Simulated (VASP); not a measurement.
# Ge8Sb15Te32 (a cell with a defect) in VASP: single point with PBE

Aim: the single point of Ge8Sb15Te32 (a cell with a defect) with PBE.

All numbers are computed with VASP 6.6.1; they aren't measurements. Logs are shortened: lines on timing, memory, paths and dates and some standing lists are left out, and cuts for length are marked.

## (1) The cell of the first run

The cell holds a defect, 55 atoms: a = 12.238 Å, b = 12.238 Å, c = 14.878 Å, α = 114.29°, β = 114.29°, γ = 90.00°.

## (2) Single point, PBE, collinear spin, zero start

Contents of INCAR:

```
SYSTEM = Ge8Sb15Te32
ALGO = Normal ; EDIFF = 1E-6
ENCUT = 410 ; GGA = PE
GGA_COMPAT = .False. ; ISIF = 2
ISMEAR = 0 ; ISPIN = 2
LASPH = .True. ; LCHARG = .True.
LELF = .True. ; LORBIT = 11
LREAL = Auto ; LVHAR = .True.
LWAVE = .False. ; MAGMOM = 0 0 0 0 0 0 0 0 0 0 0 0 0 0 0 0 0 0 0 0 0 0 0 0 0 0 0 0 0 0 0 0 0 0 0 0 0 0 0 0 0 0 0 0 0 0 0 0 0 0 0 0 0 0 0
NBANDS = 226 ; NELM = 200
PREC = Accurate ; SIGMA = 0.05
```

Contents of KPOINTS:

```
k-points
0
Gamma
  1 1 1
  0 0 0
```

Contents of POSCAR:

```
Ge8Sb15Te32
1.0
   12.2383000000      0.0000000000      0.0000000000
    0.0000000000     12.2383000000      0.0000000000
   -6.1191500000     -6.1191500000     12.1028300000
Ge Sb Te
8 15 32
Direct
   -0.0746991510     -0.0277492945     -0.0204776423
    0.0353890884      0.0138360375      0.5222095136
    0.5279970230     -0.0163373309      0.4517761219
    0.5018819956      0.0002590803      0.0188269449
    0.0616416502      0.6169797471      0.6258503259
    0.0394744572      0.5085589137     -0.0345206439
    0.5274670396      0.4842553268     -0.0193231534
    0.4223540643      0.5151873253      0.5140971028
    0.2659905120      0.2877169559      0.0017004184
    0.7750441314      0.2758260255     -0.0206174786
    0.7658930804      0.2673734592      0.4727154980
    0.1663719570      0.8000705632     -0.0756759837
    0.2265714360      0.7530014761      0.4785970378
    0.7681875342      0.7820914930      0.5137029796
    0.6402747342      0.7134028259     -0.1276881982
    0.3858146933      0.1156875105      0.2065449477
    0.4516894823      0.1248189594      0.7605054936
    0.9496344257      0.1371400425      0.7751231907
    0.8824405598      0.0232520563      0.2397399211
    0.3643799400      0.6193109872      0.7774406674
    0.4104379166      0.5900367687      0.2896660173
    0.8488549724      0.5796386663      0.2816784665
    0.8584877158      0.6417552310      0.7316597783
    0.0319325620      0.3189233298      0.0258212902
   -0.0062592480      0.2160894115      0.4616221730
    0.4734985417      0.1919418751      0.4424171447
    0.5083049156      0.2512396007      0.0957174789
    0.0265344885      0.8393201744      0.6115984845
   -0.0556092380      0.7441418212     -0.0325964126
    0.5568877045      0.7295004635      0.0340546598
    0.4835534292      0.7537655200      0.5663584437
    0.0470258335      0.1266832060      0.1940450028
    0.1700190166      0.2105447924      0.7684103229
    0.6300568920      0.0951149305      0.6784781699
    0.6378154669      0.0702695715      0.2558096539
    0.1328936252      0.5201209688      0.7870445970
    0.2157620874      0.7183586905      0.2718675198
    0.6464888801      0.7027879801      0.2692278789
    0.6336975963      0.4827167990      0.6763139822
    0.2097354147      0.4960221695      0.5302733611
    0.3017095925      0.5484460796      1.0565463924
    0.7774505240      0.5294803881      1.0498442117
    0.8327686975      0.4979315476      0.4561152685
    0.1376455717      1.0507304470      0.9801391429
    0.2716944633      1.0135963481      0.5381250695
    0.7866137317      1.0281587035      0.5320478665
    0.6482663570      0.9711064005      0.9159170474
    0.4511067908      0.3611816180      0.7554203795
    0.2935987102      0.3810959393      0.2847697363
    0.8123526402      0.3160799626      0.1890118017
    0.8868619420      0.3559665314      0.7410956325
    0.3351974439      0.8510514162      0.1422442720
    0.3030303375      0.8572764597      0.8099462340
    0.7796748838      0.8733966584      0.7391737126
    0.9790258622      0.8393356203      0.3046763632
```

Potentials or basis: VASP PAW PBE potentials, release 64 (Ge_d, Sb, Te).

The run is started by

```console
cat potpaw_PBE.64/Ge_d/POTCAR potpaw_PBE.64/Sb/POTCAR potpaw_PBE.64/Te/POTCAR > POTCAR
mpirun -np 1 vasp_gam > vasp.out
```

OUTCAR:

```text
SYSTEM = Ge8Sb15Te32
   EDIFF = 1E-6
   ENCUT = 410
   GGA = PE
   ISIF = 2
   ISMEAR = 0
   ISPIN = 2
   LASPH = .True.
   LORBIT = 11
   LREAL = Auto
   NELM = 200
   PREC = Accurate

 ion  position               nearest neighbor table
   1  0.925  0.972  0.980-  32 2.67  29 2.74  44 2.77  54 2.94  47 3.12
   2  0.035  0.014  0.522-  45 2.80  55 2.83  25 2.94  28 2.97  46 3.11  33 3.12
   3  0.528  0.984  0.452-  26 2.68  34 2.75  46 2.85
   4  0.502  0.000  0.019-  47 2.74  27 2.79  53 2.82  35 2.94
   5  0.062  0.617  0.626-  43 2.74  40 2.81  28 2.83  36 2.92
   6  0.039  0.509  0.965-  51 2.80  24 2.83  41 2.87  29 3.10
   7  0.527  0.484  0.981-  30 2.75  48 2.77  42 2.77
   8  0.422  0.515  0.514-  31 2.71  40 2.73  49 2.79  39 2.89
   9  0.266  0.288  0.002-  27 2.84  33 2.88  41 2.93  24 3.04  44 3.13  18 3.73
  10  0.775  0.276  0.979-  50 2.78  42 2.83  24 2.92  47 3.62  34 3.66  17 3.76
  11  0.766  0.267  0.473-  35 2.85  25 2.91  43 3.07  51 3.30  46 3.37  26 3.49
  12  0.166  0.800  0.924-  52 2.83  44 2.89  53 3.08  36 3.10  29 3.17  23 3.57
  13  0.227  0.753  0.479-  31 2.87  37 2.87  45 2.92  40 3.56  55 3.58  28 3.65
  14  0.768  0.782  0.514-  28 2.83  46 2.91  38 3.01  54 3.01  43 3.40
  15  0.640  0.713  0.872-  30 2.92  47 2.94  20 3.08  39 3.08  29 3.35
  16  0.386  0.116  0.207-  26 2.92  52 2.96  35 2.97  44 3.25  49 3.34  27 3.46
  17  0.452  0.125  0.761-  45 2.82  34 2.87  48 2.92  33 3.64  47 3.70  10 3.76
  18  0.950  0.137  0.775-  33 2.90  51 2.97  46 2.99  24 3.16  34 3.52  44 3.55  54 3.56   9 3.73

  19  0.882  0.023  0.240-  32 2.82  25 2.87  55 2.87  35 3.13
  20  0.364  0.619  0.777-  53 2.90  40 3.02  15 3.08  36 3.16  30 3.21  48 3.26
  21  0.410  0.590  0.290-  37 2.83  49 2.89  41 2.97  38 3.38  31 3.46
  22  0.849  0.580  0.282-  38 2.88  50 2.89  42 2.97  43 3.21  55 3.38
  23  0.858  0.642  0.732-  29 2.89  54 2.97  39 2.98  12 3.57  51 3.57  36 3.59  43 3.61
  24  0.032  0.319  0.026-   6 2.83  10 2.92   9 3.04  18 3.16  44 3.43  49 3.62
  25  0.994  0.216  0.462-  19 2.87  11 2.91   2 2.94
  26  0.473  0.192  0.442-   3 2.68  16 2.92  11 3.49  39 3.58
  27  0.508  0.251  0.096-   4 2.79   9 2.84  50 3.35  16 3.46
  28  0.027  0.839  0.612-  14 2.83   5 2.83   2 2.97  53 3.39  13 3.65
  29  0.944  0.744  0.967-   1 2.74  23 2.89   6 3.10  12 3.17  15 3.35
  30  0.557  0.730  0.034-   7 2.75  15 2.92  20 3.21  38 3.37  42 3.64
  31  0.484  0.754  0.566-   8 2.71  13 2.87  54 3.34  21 3.46
  32  0.047  0.127  0.194-   1 2.67  19 2.82  44 3.56
  33  0.170  0.211  0.768-   9 2.88  18 2.90   2 3.12  17 3.64
  34  0.630  0.095  0.678-   3 2.75  17 2.87  46 3.32  54 3.49  18 3.52  10 3.66
[... 7 lines left out ...]
  42  0.777  0.529  0.050-   7 2.77  10 2.83  22 2.97  30 3.64
  43  0.833  0.498  0.456-   5 2.74  11 3.07  22 3.21  14 3.40  50 3.57  23 3.61
  44  0.138  0.051  0.980-   1 2.77  12 2.89   9 3.13  16 3.25  24 3.43  18 3.55  32 3.56
  45  0.272  0.014  0.538-   2 2.80  17 2.82  13 2.92  55 3.62
  46  0.787  0.028  0.532-   3 2.85  14 2.91  18 2.99   2 3.11  34 3.32  11 3.37
  47  0.648  0.971  0.916-   4 2.74  15 2.94   1 3.12  54 3.44  10 3.62  17 3.70
  48  0.451  0.361  0.755-   7 2.77  17 2.92  20 3.26  39 3.49
  49  0.294  0.381  0.285-   8 2.79  21 2.89  16 3.34  24 3.62
  50  0.812  0.316  0.189-  10 2.78  22 2.89  27 3.35  43 3.57
  51  0.887  0.356  0.741-   6 2.80  18 2.97  36 3.28  11 3.30  39 3.42  23 3.57
[... 298 lines left out ...]
  band No.  band energies     occupation
      1     -19.4616      1.00000
      2     -19.4487      1.00000
      3     -19.4395      1.00000
      4     -19.4370      1.00000
      5     -19.4270      1.00000
      6     -19.3368      1.00000
[... 193 lines left out ...]
    200       6.4537      0.00000
    201       6.5011      0.00000
 Fermi energy:         5.3512881662

 spin component 2

 k-point     1 :       0.0000    0.0000    0.0000
  band No.  band energies     occupation
      1     -19.4616      1.00000
      2     -19.4487      1.00000
      3     -19.4395      1.00000
      4     -19.4370      1.00000
      5     -19.4270      1.00000
      6     -19.3368      1.00000
[... 193 lines left out ...]
    200       6.4537      0.00000
    201       6.5011      0.00000
 [bands above 201 left out]

------------------------ aborting loop because EDIFF is reached ----------------------------------------

  FORCE on cell =-STRESS in cart. coord.  units (eV):
  Direction    XX          YY          ZZ          XY          YZ          ZX
  --------------------------------------------------------------------------------------
  -------------------------------------------------------------------------------------
  Total       33.5738219     28.7987252      9.2193473     -4.5297830     -0.2539053     -0.6858099
  in kB       29.6744202     25.4539228      8.1485744     -4.0036754     -0.2244157     -0.6061571
  external PRESSURE =      21.0923058 kB  Pullay stress =       0.0000000 kB

 VOLUME and BASIS-vectors are now :
 -----------------------------------------------------------------------------
  energy-cutoff  :      410.00
  volume of cell :     1812.71
      direct lattice vectors                 reciprocal lattice vectors
    12.238300000  0.000000000  0.000000000     0.081710695  0.000000000  0.041312652
     0.000000000 12.238300000  0.000000000     0.000000000  0.081710695  0.041312652
    -6.119150000 -6.119150000 12.102830000     0.000000000  0.000000000  0.082625303

 POSITION                                       TOTAL-FORCE (eV/Angst)
 -----------------------------------------------------------------------------------
      5.33027      5.90485     11.85499        -0.028160      0.022587     -0.035712
     -2.76238     -3.02615      6.32021        -0.041153     -0.015788     -0.012308
      3.69730      9.27387      5.46777        -0.016362      0.013029     -0.023244
      6.02698     -0.11203      0.22786        -0.034952     -0.013746      0.003098
     -3.07528      3.72111      7.57456         0.002798      0.016264      0.021041
     -5.42481      0.31598     11.68503         0.022702     -0.003100     -0.060796
[... 47 lines left out ...]
      5.01878      6.16578      8.94609        -0.017463     -0.012257      0.016600
     10.11725      8.40768      3.68745         0.031140     -0.007300      0.004184
 -----------------------------------------------------------------------------------
    total drift:                               -0.012142     -0.012637     -0.020410

  FREE ENERGIE OF THE ION-ELECTRON SYSTEM (eV)
  ---------------------------------------------------
  free  energy   TOTEN  =      -195.0694874054 eV

  energy  without entropy=     -195.0412719874  energy(sigma->0) =     -195.05537970

 total charge

# of ion       s       p       d       tot
------------------------------------------
    1        1.247   0.929  10.027  12.203
    2        1.301   0.829  10.019  12.149
    3        1.305   0.837  10.007  12.149
    4        1.288   0.865  10.014  12.167
    5        1.308   0.854  10.017  12.178
    6        1.315   0.815  10.003  12.133
[... 47 lines left out ...]
   54        1.423   1.857   0.043   3.323
   55        1.405   1.920   0.028   3.353
--------------------------------------------------
tot         74.431  83.069  81.884 239.384

 magnetization (x)

# of ion       s       p       d       tot
------------------------------------------
    1        0.000  -0.000  -0.000  -0.000
    2        0.000  -0.000  -0.000   0.000
    3        0.000   0.000  -0.000   0.000
    4       -0.000   0.000   0.000  -0.000
    5        0.000  -0.000  -0.000  -0.000
    6        0.000  -0.000  -0.000  -0.000
[... 47 lines left out ...]
   54       -0.000  -0.000  -0.000  -0.000
   55       -0.000  -0.000  -0.000  -0.000
--------------------------------------------------
tot         -0.000  -0.000  -0.000  -0.001
```

Run time: 43 min. Hardware: 1 thread of Intel Xeon 8259CL, shared host; peak memory 1.7 GiB.

What came out:

| Quantity | Value |
| --- | --- |
| Free energy | -195.0695 eV |
| Pressure | 2.1 GPa |
| Largest force | 0.089 eV/Å |
| Net moment | 0.00 μB per cell |
| Valence electrons inside the program's atomic spheres | Ge 12.20, 12.15, 12.17, 12.18, 12.13, 12.16 (each value once); Sb 2.38, 2.37, 2.32, 2.35, 2.34, 2.31 (each value once); Te 3.35, 3.33, 3.36, 3.34, 3.29, 3.30, 3.37, 3.32 (each value once) |

Forces on the atoms (eV/Å):
```
Ge  -0.028  0.023 -0.036
Ge  -0.041 -0.016 -0.012
Ge  -0.016  0.013 -0.023
Ge  -0.035 -0.014  0.003
Ge   0.003  0.016  0.021
Ge   0.023 -0.003 -0.061
Ge  -0.023 -0.002  0.002
Ge   0.002  0.006  0.016
Sb  -0.025 -0.015 -0.003
Sb   0.024  0.006 -0.004
Sb  -0.049 -0.015  0.039
Sb   0.019  0.010 -0.008
Sb  -0.043  0.019 -0.010
Sb   0.001 -0.033 -0.032
Sb  -0.008  0.013  0.022
Sb   0.024 -0.022 -0.007
Sb  -0.009 -0.011  0.040
Sb   0.000 -0.004  0.024
Sb  -0.015  0.028 -0.004
Sb  -0.005 -0.010  0.029
Sb   0.017 -0.007  0.010
Sb   0.003  0.017  0.019
Sb   0.031 -0.043 -0.038
Te   0.007  0.000  0.001
Te  -0.010  0.013 -0.004
Te   0.000  0.016  0.034
Te   0.018  0.003  0.001
Te   0.021 -0.024  0.038
Te  -0.001 -0.023  0.011
Te  -0.025  0.019 -0.011
Te   0.038 -0.002  0.013
Te  -0.009  0.016  0.019
Te   0.014  0.009  0.018
Te   0.006  0.010 -0.003
Te  -0.001 -0.019 -0.028
Te   0.040  0.049  0.024
Te  -0.027  0.031 -0.006
Te  -0.013 -0.001  0.010
Te   0.007 -0.019 -0.087
Te   0.013 -0.010 -0.017
Te   0.039 -0.007  0.011
Te   0.029  0.032 -0.011
Te   0.011  0.014  0.000
Te  -0.011  0.057  0.021
Te   0.032  0.014 -0.023
Te   0.018 -0.013  0.010
Te   0.027 -0.006 -0.009
Te  -0.002 -0.010  0.010
Te   0.014 -0.026  0.018
Te  -0.013 -0.066  0.035
Te  -0.052 -0.022 -0.058
Te   0.005  0.031 -0.008
Te  -0.037 -0.003 -0.018
Te  -0.017 -0.012  0.017
Te   0.031 -0.007  0.004
```

Caveat: the k points lie up to 0.58 Å⁻¹ apart.
